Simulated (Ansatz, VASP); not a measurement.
## One calculation of SiNi, two programs

The input INCAR:

```
SYSTEM = SiNi
PREC = Accurate
ENCUT = 520
EDIFF = 1E-7
ISMEAR = -1
SIGMA = 0.08
LREAL = .FALSE.
LASPH = .TRUE.
NELM = 60
ALGO = Normal
ISIF = 2
LWAVE = .FALSE.
LCHARG = .FALSE.
GGA = PE
NBANDS = 14
```

File KPOINTS:

```
regular mesh
0
G
  14 14 14
  0 0 0
```

The input POSCAR:

```
SiNi
1.0
    0.0000000000      2.2715671400      2.2715671400
    2.2715671400      0.0000000000      2.2715671400
    2.2715671400      2.2715671400      0.0000000000
Ni Si
1 1
Direct
    0.0000000000      0.0000000000      0.0000000000
    0.5000000000      0.5000000000      0.5000000000
```

Input for Ansatz:

```yaml
crystal:
  lattice:
    - [0.0, 2.27156714, 2.27156714]
    - [2.27156714, 0.0, 2.27156714]
    - [2.27156714, 2.27156714, 0.0]
  atoms:
    - { symbol: Ni, position: [0.0, 0.0, 0.0] }
    - { symbol: Si, position: [0.5, 0.5, 0.5] }
kpoints:
  mp_grid: { grid: [14, 14, 14] }
scf:
  occupations: { method: fermi_dirac, width: 0.08 }
hamiltonian:
  xc: pbe
  pseudopotentials: { kind: all_electron, lapw: { basis_error: 0.001 } }
output:
  forces: true
  stress: true
  eigenvalues: true
  populations: true
```

Change from the starting cell: volume scaled by 0.88, LAPW.

Alike in both runs: task single point; functional PBE; k mesh 14 × 14 × 14; occupations fermi-dirac, width 0.08 eV; no spin polarisation.

|  | VASP | Ansatz |
| --- | --- | --- |
| version | VASP 6.6.1 | Ansatz 0.2.0 |
| potentials or method | VASP PAW PBE potentials, release 64 (Ni, Si), cutoff 520 eV | all-electron LAPW, scalar-relativistic |

VASP gave:

* pressure (GPa): 23.9

Estimate Ansatz's values.

pressure (GPa): 24.0.

Ansatz ran all-electron here, and VASP with PAW potentials.
